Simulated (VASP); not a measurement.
Write the native input for VASP 6.6.1 that does the following.

| Quantity | Value |
| --- | --- |
| Task | single point |
| Functional | PBE |
| Potentials or basis | VASP PAW PBE potentials, release 64 (Na_pv) |
| Cutoff | 520 eV |
| k mesh | 12 × 12 × 4 |
| Occupations | gaussian, width 0.1 eV |
| Spin | no spin polarisation |
| Dipole correction | no |
| Further INCAR settings | ALGO = Fast; EDIFF = 1e-06; NBANDS = 22 |

The structure of Na lies in POSCAR:

```
Na
1.0
    3.4553477072      0.0000000000      0.0000000000
   -1.7276738536      2.9924188933      0.0000000000
    0.0000000000      0.0000000000     11.2219649289
Na
4
Direct
    0.0000000000      0.0000000000      0.0000000000
    0.3333333333      0.6666666667      0.2500000000
    0.0000000000      0.0000000000      0.5000000000
    0.6666666667      0.3333333333      0.7500000000
```

These files were run (other wordings do the same):

INCAR

```
SYSTEM = Na
PREC = Accurate ; ENCUT = 520
EDIFF = 1E-6 ; ISMEAR = 0
SIGMA = 0.1 ; LREAL = .FALSE.
LASPH = .TRUE. ; NELM = 80
ALGO = Fast ; ISIF = 2
LWAVE = .FALSE. ; LCHARG = .FALSE.
GGA = PE ; NBANDS = 22
```

KPOINTS

```
Automatic mesh
0
G
  12 12 4
  0 0 0
```

Potentials or basis: VASP PAW PBE potentials, release 64 (Na_pv).

Launch:

```sh
$ cat potpaw_PBE.64/Na_pv/POTCAR > POTCAR
$ mpirun -np 1 vasp_std > vasp.out
```

It gave:

```
Pressure               : 3.0 GPa
Band gap on the k mesh : zero (band 14 reaches 2.77 eV, above the bottom of band 15 at -1.46 eV)
```

Wall time 110 s on 1 thread of Intel(R) Xeon(R) Platinum 8488C (Sapphire Rapids) (shared host), peak memory 0.28 GiB.
